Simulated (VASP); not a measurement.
# Si2W (AlB2 type) (P6/mmm) in VASP: notebook

Runs on Si2W (AlB2 type). Level: PBE. Tasks: single point.

All numbers are computed with VASP 6.6.1; they aren't measurements. Logs are shortened: lines on timing, memory, paths and dates and some standing lists are left out, and cuts for length are marked.

## (1) The cell of the first run

The structure is hexagonal, space group P6/mmm (No. 191). The conventional cell has a = 3.828 Å, b = 3.828 Å, c = 2.409 Å, α = 90.00°, β = 90.00°, γ = 120.00°. Within 3.2 Å of W (site symmetry 6/mmm) lie 2 W at 2.41 Å and 12 Si at 2.52 Å. Within 2.9 Å of Si (site symmetry -6m2) lie 5 Si at 2.21 to 2.41 Å and 6 W at 2.52 Å.

## (2) Single point, PBE (volume scaled by 0.72)

Input file INCAR:

```
ALGO = Normal
EDIFF = 1E-6
ENCUT = 520
GGA = PE
ISIF = 2
ISMEAR = -1
LASPH = T
LCHARG = F
LREAL = F
LWAVE = F
NBANDS = 18
NELM = 60
PREC = Accurate
SIGMA = 0.1
```

Input file KPOINTS:

```
k-points
0
Gamma
  10 10 8
```

Input file POSCAR:

```
Si2W
1.0
    3.8282547398      0.0000000000      0.0000000000
   -1.9141273699      3.3153658569      0.0000000000
    0.0000000000      0.0000000000      2.4086904724
W Si
1 2
Direct
    0.0000000000      0.0000000000      0.0000000000
    0.3333333333      0.6666666667      0.5000000000
    0.6666666667      0.3333333333      0.5000000000
```

Potentials or basis: VASP PAW PBE potentials, release 64 (W_sv, Si).

The run is started by

```bash
> cat potpaw_PBE.64/W_sv/POTCAR potpaw_PBE.64/Si/POTCAR > POTCAR
> mpirun -np 1 vasp_std > vasp.out
```

OUTCAR:

```text
EDIFF = 1E-6
   ENCUT = 520
   GGA = PE
   ISIF = 2
   ISMEAR = -1
   LASPH = T
   LREAL = F
   NELM = 60
   PREC = Accurate

 ion  position               nearest neighbor table
   1  0.000  0.000  0.000-   2 2.52   3 2.52   2 2.52   3 2.52   3 2.52   3 2.52   2 2.52   2 2.52
                             3 2.52   3 2.52   2 2.52   2 2.52
   2  0.333  0.667  0.500-   3 2.21   3 2.21   3 2.21   1 2.52   1 2.52   1 2.52   1 2.52   1 2.52
                             1 2.52
   3  0.667  0.333  0.500-   2 2.21   2 2.21   2 2.21   1 2.52   1 2.52   1 2.52   1 2.52   1 2.52
                             1 2.52

  LATTYP: Found a hexagonal cell.
 ALAT       =     3.8282547398
 C/A-ratio  =     0.6291876158

  Lattice vectors:

 A1 = (   3.8282547398,   0.0000000000,   0.0000000000)
 A2 = (  -1.9141273699,   3.3153658569,   0.0000000000)
 A3 = (   0.0000000000,   0.0000000000,   2.4086904724)

Analysis of symmetry for initial positions (statically):
=====================================================================
 Subroutine PRICEL returns:
 Original cell was already a primitive cell.

 Routine SETGRP: Setting up the symmetry group for a
 hexagonal supercell.

 Subroutine GETGRP returns: Found 24 space group operations
 (whereof 24 operations were pure point group operations)
 out of a pool of 24 trial point group operations.

The static configuration has the point symmetry D_6h.

Analysis of symmetry for dynamics (positions and initial velocities):
=====================================================================
 Subroutine PRICEL returns:
 Original cell was already a primitive cell.

 Routine SETGRP: Setting up the symmetry group for a
 hexagonal supercell.

 Subroutine GETGRP returns: Found 24 space group operations
 (whereof 24 operations were pure point group operations)
 out of a pool of 24 trial point group operations.

The dynamic configuration has the point symmetry D_6h.

 Subroutine INISYM returns: Found 24 space group operations
 (whereof 24 operations are pure point group operations),
 and found     1 'primitive' translations

----------------------------------------------------------------------------------------

                                     Primitive cell

  volume of cell :      30.5713

  direct lattice vectors                    reciprocal lattice vectors
     3.828254740  0.000000000  0.000000000     0.261215637  0.150812918  0.000000000
    -1.914127370  3.315365857  0.000000000     0.000000000  0.301625837  0.000000000
     0.000000000  0.000000000  2.408690472     0.000000000  0.000000000  0.415163348

  length of vectors
     3.828254740  3.828254740  2.408690472     0.301625837  0.301625837  0.415163348

  position of ions in fractional coordinates (direct lattice)
     0.000000000  0.000000000  0.000000000
     0.333333333  0.666666667  0.500000000
     0.666666667  0.333333333  0.500000000

  ion indices of the primitive-cell ions
   primitive index   ion index
                 1           1
                 2           2
                 3           3

----------------------------------------------------------------------------------------

 KPOINTS: k-points

Automatic generation of k-mesh.
 Grid dimensions read from file:
 generate k-points for:   10   10    8

 Generating k-lattice:

  Cartesian coordinates                     Fractional coordinates (reciprocal lattice)
     0.026121564  0.015081292  0.000000000     0.100000000  0.000000000  0.000000000
     0.000000000  0.030162584  0.000000000     0.000000000  0.100000000  0.000000000
     0.000000000  0.000000000  0.051895418     0.000000000  0.000000000  0.125000000

  Length of vectors
     0.030162584  0.030162584  0.051895418

  Shift w.r.t. Gamma in fractional coordinates (k-lattice)
     0.000000000  0.000000000  0.000000000

 Subroutine IBZKPT returns following result:
 ===========================================

 Found     70 irreducible k-points:

 Following reciprocal coordinates:
            Coordinates               Weight
  0.000000  0.000000  0.000000      1.000000
  0.100000  0.000000  0.000000      6.000000
  0.200000  0.000000  0.000000      6.000000
  0.300000  0.000000  0.000000      6.000000
  0.400000  0.000000  0.000000      6.000000
  0.500000  0.000000  0.000000      3.000000
[... 16 lines left out ...]
  0.300000  0.100000  0.125000     24.000000
  0.400000  0.100000  0.125000     24.000000
 [... further k-points ...]
   k-points           NKPTS =     70   k-points in BZ     NKDIM =     70   number of bands    NBANDS=     18
   number of dos      NEDOS =    301   number of ions     NIONS =      3
   total plane-waves  NPLWV =  14112
   dimension x,y,z NGX =    28 NGY =   28 NGZ =   18
   dimension x,y,z NGXF=    56 NGYF=   56 NGZF=   36
   ions per type =               1   2
   NGX,Y,Z   is equivalent  to a cutoff of  12.16, 12.16, 12.42 a.u.
   NGXF,Y,Z  is equivalent  to a cutoff of  24.32, 24.32, 24.85 a.u.
 SYSTEM =  unknown system
   PREC   = accura    normal or accurate (medium, high low for compatibility)
   ISTART =      0    job   : 0-new  1-cont  2-samecut
   ICHARG =      2    charge: 1-file 2-atom 10-const
   ISPIN  =      1    spin polarized calculation?
   LNONCOLLINEAR =      F non collinear calculations
   LSORBIT =      F    spin-orbit coupling
   LASPH  =      T    aspherical Exc in radial PAW
   ENCUT  =  520.0 eV  38.22 Ry    6.18 a.u.   7.12  7.12  4.48*2*pi/ulx,y,z
   NELM   =     60;   NELMIN=  2; NELMDL= -5     # of ELM steps
   EDIFF  = 0.1E-05   stopping-criterion for ELM
   LREAL  =      F    real-space projection
   EDIFFG = 0.1E-04   stopping-criterion for IOM
   NSW    =      0    number of steps for IOM
   IBRION =     -1    ionic relax: 0-MD 1-quasi-New 2-CG
   NFREE  =      0    steps in history (QN), initial steepest desc. (CG)
   ISIF   =      2    stress and relaxation
   ISYM   =      2    0-nonsym 1-usesym 2-fastsym
   POTIM  = 0.5000    time-step for ionic-motion
   TEBEG  =    0.0;   TEEND  =   0.0 temperature during run
   PSTRESS=    0.0 pullay stress
   NELECT =      22.0000    total number of electrons
   NUPDOWN=      -1.0000    fix difference up-down
   EMIN   =  10.00;   EMAX   =-10.00  energy-range for DOS
   EFERMI =   0.00;   METHOD = LEGACY
   ISMEAR =    -1;   SIGMA  =   0.10  broadening in eV -4-tet -1-fermi 0-gaus
   EFERMI_NEDOS =   21; number of points for ismear=-14 and -15
   IALGO  =     38    algorithm
   IMIX   =      4    mixing-type and parameters
     AMIX     =   0.40;   BMIX     =  1.00
     AMIX_MAG =   1.60;   BMIX_MAG =  1.00
  volume/ion in A,a.u.               =      10.19        68.77
  Fermi-wavevector in a.u.,A,eV,Ry     =   1.467049  2.772321 29.282906  2.152233
  Thomas-Fermi vector in A             =   2.582713
   LORBIT       =      0    0 simple, 1 ext, 2 COOP (PROOUT), +10 PAW based schemes
   GGA     = PE    functional components
   LHFCALC =     F    Hartree Fock is set to
   AEXX    =    0.0000 exact exchange contribution
   IVDW    =     0    specifies the selected vdW correction
   LEPSILON=     F    determine dielectric tensor
   LRPA    =     F    only Hartree local field effects (RPA)
 non-spin polarized calculation
  energy-cutoff  :      520.00
  volume of cell :       30.57
 maximum number of plane-waves:       839
   NGX = 15   NGY = 15   NGZ =  9

 number of electron      21.9999996 magnetization

 Free energy of the ion-electron system (eV)
  ---------------------------------------------------
  ext. energy  EPLUGINS =         0.00000000
  ---------------------------------------------------
  free energy    TOTEN  =       -19.43826807 eV

  energy without entropy =      -19.40162310  energy(sigma->0) =      -19.41994558

 E-fermi :  16.8920     XC(G=0): -13.9340

 val. band max:       16.8884344148   @ k =   0.3000   0.1000   0.5000
 cond. band min:      16.9194464053   @ k =   0.4000   0.2000   0.5000
 fundamental gap:      0.0310119905
 Fermi energy:        16.8920228977

 k-point     1 :       0.0000    0.0000    0.0000
  band No.  band energies     occupation
      1     -57.2400      2.00000
      2     -21.8003      2.00000
      3     -21.8003      2.00000
      4     -20.4323      2.00000
      5      -0.2489      2.00000
      6       8.1504      2.00000
[... 10 lines left out ...]
     17      24.8951      0.00000
     18      27.4994      0.00000

 k-point     2 :       0.1000    0.0000    0.0000
  band No.  band energies     occupation
      1     -57.2399      2.00000
      2     -21.8092      2.00000
      3     -21.8023      2.00000
      4     -20.4320      2.00000
      5      -0.0775      2.00000
      6       7.6142      2.00000
[... 10 lines left out ...]
     17      24.6572      0.00000
     18      27.9501      0.00000

 k-point     3 :       0.2000    0.0000    0.0000
  band No.  band energies     occupation
      1     -57.2395      2.00000
      2     -21.8324      2.00000
      3     -21.8074      2.00000
      4     -20.4313      2.00000
      5       0.4222      2.00000
      6       6.5782      2.00000
[... 10 lines left out ...]
     17      24.4589      0.00000
     18      29.2381      0.00000

 k-point     4 :       0.3000    0.0000    0.0000
  band No.  band energies     occupation
      1     -57.2389      2.00000
      2     -21.8608      2.00000
      3     -21.8138      2.00000
      4     -20.4304      2.00000
      5       1.2060      2.00000
      6       5.4927      2.00000
[... 375 lines left out ...]
      4     -20.8914      2.00000
      5       1.3231      2.00000
      6       6.2693      2.00000
[... 10 lines left out ...]
     17      27.0115      0.00000
     18      27.6152      0.00000

 k-point    23 :       0.3000    0.1000    0.1250
  band No.  band energies     occupation
      1     -57.1978      2.00000
      2     -21.8134      2.00000
      3     -21.7647      2.00000
      4     -20.8897      2.00000
      5       2.1801      2.00000
      6       5.2747      2.00000
[... 10 lines left out ...]
     17      26.5863      0.00000
     18      27.2927      0.00000

 k-point    24 :       0.4000    0.1000    0.1250
  band No.  band energies     occupation
      1     -57.1976      2.00000
      2     -21.8273      2.00000
      3     -21.7691      2.00000
      4     -20.8887      2.00000
      5       3.1840      2.00000
      6       4.2534      2.00000
[... 10 lines left out ...]
     17      25.9310      0.00000
     18      27.4695      0.00000

 [... further k-points ...]

------------------------ aborting loop because EDIFF is reached ----------------------------------------

  FORCE on cell =-STRESS in cart. coord.  units (eV):
  Direction    XX          YY          ZZ          XY          YZ          ZX
  --------------------------------------------------------------------------------------
  -------------------------------------------------------------------------------------
  Total       23.1297975     23.1297975     23.3730530      0.0000000     -0.0000000      0.0000000
  in kB     1212.1856206   1212.1856206   1224.9341508      0.0000000     -0.0000000      0.0000000
  external PRESSURE =    1216.4351307 kB  Pullay stress =       0.0000000 kB

 VOLUME and BASIS-vectors are now :
 -----------------------------------------------------------------------------
  energy-cutoff  :      520.00
  volume of cell :       30.57
      direct lattice vectors                 reciprocal lattice vectors
     3.828254740  0.000000000  0.000000000     0.261215637  0.150812918  0.000000000
    -1.914127370  3.315365857  0.000000000     0.000000000  0.301625837  0.000000000
     0.000000000  0.000000000  2.408690472     0.000000000  0.000000000  0.415163348

 POSITION                                       TOTAL-FORCE (eV/Angst)
 -----------------------------------------------------------------------------------
      0.00000      0.00000      0.00000         0.000000      0.000000      0.000000
     -0.00000      2.21024      1.20435        -0.000000      0.000000      0.000000
      1.91413      1.10512      1.20435         0.000000      0.000000      0.000000
 -----------------------------------------------------------------------------------
    total drift:                               -0.000000      0.000000      0.000000

  FREE ENERGIE OF THE ION-ELECTRON SYSTEM (eV)
  ---------------------------------------------------
  free  energy   TOTEN  =       -19.4382680700 eV

  energy  without entropy=      -19.4016230958  energy(sigma->0) =      -19.41994558
```

Run time: 12 s. Hardware: 1 thread of Intel Xeon 6975P-C (Granite Rapids), shared host; peak memory 0.16 GiB.

Results:

```yaml
Free_energy: -19.4383 eV
Pressure: 121.6 GPa
Band_gap_on_the_k_mesh: zero (band 11 reaches 18.51 eV, above the bottom of band 12 at 14.35 eV)
```

Caveat: the cell differs from its parent crystal (volume scaled by 0.72); spin-orbit coupling is left out, which moves the levels of the heavy elements.

## (3) Single point, PBE

This run uses another cell than the first one, of 11.32 Å³/atom, 1.111 times its volume.

Input file INCAR:

```
  PREC = Accurate
  ENCUT = 520
  EDIFF = 1E-6
  ISMEAR = -1
  SIGMA = 0.1
  LREAL = F
  LASPH = T
  NELM = 100
  ALGO = Normal
  ISIF = 2
  LWAVE = F
  LCHARG = F
  GGA = PE
  NBANDS = 18
```

Input file KPOINTS:

```
Automatic mesh
0
Gamma
  10 10 8
```

Input file POSCAR:

```
Si2W
1.0
    3.9756512709      0.0000000000      0.0000000000
   -1.9878256354      3.4430149972      0.0000000000
    0.0000000000      0.0000000000      2.4815531290
W Si
1 2
Direct
    0.0000000000      0.0000000000      0.0000000000
    0.3333333333      0.6666666667      0.5000000000
    0.6666666667      0.3333333333      0.5000000000
```

Potentials or basis: VASP PAW PBE potentials, release 64 (W_sv, Si).

The run is started by

```bash
> cat potpaw_PBE.64/W_sv/POTCAR potpaw_PBE.64/Si/POTCAR > POTCAR
> mpirun -np 1 vasp_std > vasp.out
```

It took 15 s on 1 thread of Intel Xeon 6975P-C (Granite Rapids), shared host; peak memory 0.17 GiB.

The run converged. Its results:

- Free energy: -21.3674 eV
- Pressure: 64.8 GPa
- Band gap on the k mesh: zero (band 11 reaches 16.67 eV, above the bottom of band 12 at 12.76 eV)

Stress tensor (GPa, compression positive):
```
64.60  0.00  0.00
 0.00 64.60  0.00
 0.00  0.00 65.31
```

Levels at points of the mesh, in eV from the Fermi level:
```tsv
k point	band 8	band 9	band 10	band 11	band 12	band 13	band 14	band 15
(0.00, 0.00, 0.00)	-5.77	-4.80	-1.28	-1.28	2.54	2.54	4.86	4.86
(0.50, 0.00, 0.00)	-6.64	-3.56	-2.95	1.35	2.26	3.81	3.92	5.40
(0.00, 0.00, 0.50)	-6.12	-3.12	-3.12	-2.33	-2.33	-0.99	3.26	7.30
(0.50, 0.00, 0.50)	-6.92	-6.72	-0.93	-0.39	0.94	1.39	2.01	2.29
```

Caveat: spin-orbit coupling is left out, which moves the levels of the heavy elements.

## (4) Single point, PBE

This run uses another cell than the first one, of 12.45 Å³/atom, 1.222 times its volume.

Input file INCAR:

```
SYSTEM = Si2W
  ALGO = Normal
  EDIFF = 1E-7
  ENCUT = 520
  GGA = PE
  ISIF = 2
  ISMEAR = -1
  LASPH = .TRUE.
  LCHARG = .TRUE.
  LELF = .TRUE.
  LREAL = .FALSE.
  LVHAR = .TRUE.
  LWAVE = .FALSE.
  NBANDS = 18
  NELM = 100
  PREC = Accurate
  SIGMA = 0.1
```

Input file KPOINTS:

```
k-points
0
G
  10 10 8
  0 0 0
```

Input file POSCAR:

```
Si2W
1.0
    4.1244203477      0.0000000000      0.0000000000
   -2.0622101738      3.5718527970      0.0000000000
    0.0000000000      0.0000000000      2.5363371726
W Si
1 2
Direct
    0.0000000000      0.0000000000      0.0000000000
    0.3333333333      0.6666666667      0.5000000000
    0.6666666667      0.3333333333      0.5000000000
```

The run is started by

```bash
> cat potpaw_PBE.64/W_sv/POTCAR potpaw_PBE.64/Si/POTCAR > POTCAR
> mpirun -np 1 vasp_std > vasp.out
```

It took 15 s on 1 thread of Intel Xeon 6975P-C (Granite Rapids), shared host; peak memory 0.18 GiB.

The run converged. Its results:

| Property | Result |
| --- | --- |
| Free energy | -22.3397 eV |
| Pressure | 29.7 GPa |
| Band gap on the k mesh | zero (band 11 reaches 15.20 eV, above the bottom of band 12 at 11.49 eV) |

Stress tensor (GPa, compression positive):
```
29.62  0.00  0.00
 0.00 29.62  0.00
 0.00  0.00 30.00
```

Levels at points of the mesh, in eV from the Fermi level:
```tsv
k point	band 9	band 10	band 11	band 12	band 13	band 14
(0.00, 0.00, 0.00)	-5.02	-1.39	-1.39	2.40	2.40	4.28
(0.50, 0.00, 0.00)	-3.37	-2.71	1.44	2.19	3.09	3.65
(0.00, 0.00, 0.50)	-2.63	-2.63	-2.07	-2.07	-1.04	2.12
(0.50, 0.00, 0.50)	-6.29	-0.89	-0.31	0.70	1.42	1.54
```

Caveat: spin-orbit coupling is left out, which moves the levels of the heavy elements.

## (5) Summary

```tsv
cell	gap on the mesh (eV)	pressure (GPa)
a = 3.828, b = 3.828, c = 2.409 Å, angles 90.0, 90.0, 120.0°, 3 atoms	none	121.6
a = 3.976, b = 3.976, c = 2.482 Å, angles 90.0, 90.0, 120.0°, 3 atoms	none	64.8
a = 4.124, b = 4.124, c = 2.536 Å, angles 90.0, 90.0, 120.0°, 3 atoms	none	29.7
```

Alike in all rows: task single point; level PBE; potentials or basis VASP PAW PBE potentials, release 64 (W_sv, Si); no spin polarisation; k mesh 10 × 10 × 8; cutoff (eV) 520; smearing fermi-dirac 0.1 eV.

Caveats: spin-orbit coupling is left out, which moves the levels of the heavy elements.

Absolute energies hang on the potentials; compare differences alone.
